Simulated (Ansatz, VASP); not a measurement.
# Two plane-wave programs on TiSn2Te3

Contents of INCAR:

```
PREC = Accurate
ENCUT = 520
EDIFF = 1E-7
ISMEAR = 0
SIGMA = 0.1
LREAL = False
LASPH = True
NELM = 150
ALGO = Normal
ISIF = 2
LWAVE = False
LCHARG = False
ISPIN = 2
MAGMOM = 1 0 0 0 0 0
LORBIT = 11
LMAXMIX = 4
GGA = PE
NBANDS = 42
```

Contents of KPOINTS:

```
Automatic mesh
0
Gamma
  4 4 4
```

The input POSCAR:

```
TiSn2Te3
1.0
    5.4349075533      0.0000000000      0.0000000000
    0.0000000000      5.4349075533      0.0000000000
    0.0000000000      0.0000000000      7.3693815655
Ti Sn Te
1 2 3
Direct
    0.5000000000      0.5000000000      0.5139487751
    0.5000000000      0.0000000000      0.9312901573
    0.0000000000      0.5000000000      0.9312901573
    0.5000000000      0.5000000000      0.1527558050
    0.5000000000      0.0000000000      0.5353376976
    0.0000000000      0.5000000000      0.5353376976
```

Input for Ansatz:

```yaml
crystal:
  lattice:
    - [5.4349075533, 0.0, 0.0]
    - [0.0, 5.4349075533, 0.0]
    - [0.0, 0.0, 7.3693815655]
  atoms:
    - { symbol: Ti, position: [0.5, 0.5, 0.5139487751], spin: 1.0 }
    - { symbol: Sn, position: [0.5, 0.0, 0.9312901573] }
    - { symbol: Sn, position: [0.0, 0.5, 0.9312901573] }
    - { symbol: Te, position: [0.5, 0.5, 0.152755805] }
    - { symbol: Te, position: [0.5, 0.0, 0.5353376976] }
    - { symbol: Te, position: [0.0, 0.5, 0.5353376976] }
basis:
  ecutwfc: 420
kpoints:
  mp_grid: { grid: [4, 4, 4] }
hamiltonian:
  xc: pbe
scf:
  occupations: { method: gaussian, width: 0.1 }
  lower_state_search: "off"
output:
  forces: true
  stress: true
  eigenvalues: true
  populations: true
magnetization:
  spin_polarized: true
```

Alike in both runs: task single point; functional PBE; k mesh 4 × 4 × 4; occupations gaussian, width 0.1 eV; collinear spin.

|  | VASP | Ansatz |
| --- | --- | --- |
| version | VASP 6.6.1 | Ansatz 0.2.0 |
| potentials or method | VASP PAW PBE potentials, release 64 (Ti_sv, Sn_d, Te), cutoff 520 eV | scalar-relativistic, plane waves, PAW |
| valence electrons in the cell | 58 | 88 |

```csv
,VASP,Ansatz,Ansatz less VASP
gap on the k mesh at the Fermi level (eV),none,none,-
pressure (GPa),0.0,0.0,+0.02
"traceless stress, the component that is largest in VASP (GPa)",0.11,0.10,-0.011
rms of the force components (eV/Å),0.006,0.005,-0.0005
net moment per atom (μB),0.00,0.00,0.000
```

Atom by atom the forces differ by 0.003 eV/Å (rms over components). A gap of «none» marks a metal or a gap that the smearing closes. The functional is the same, so the differences come from potentials, cutoffs and numerics. VASP's potentials hold 58 valence electrons a cell and Ansatz's 88, so a difference there can come from the potentials and not from the codes. Ansatz's warnings: seeded moment not kept.

Neither program's run includes spin-orbit coupling.
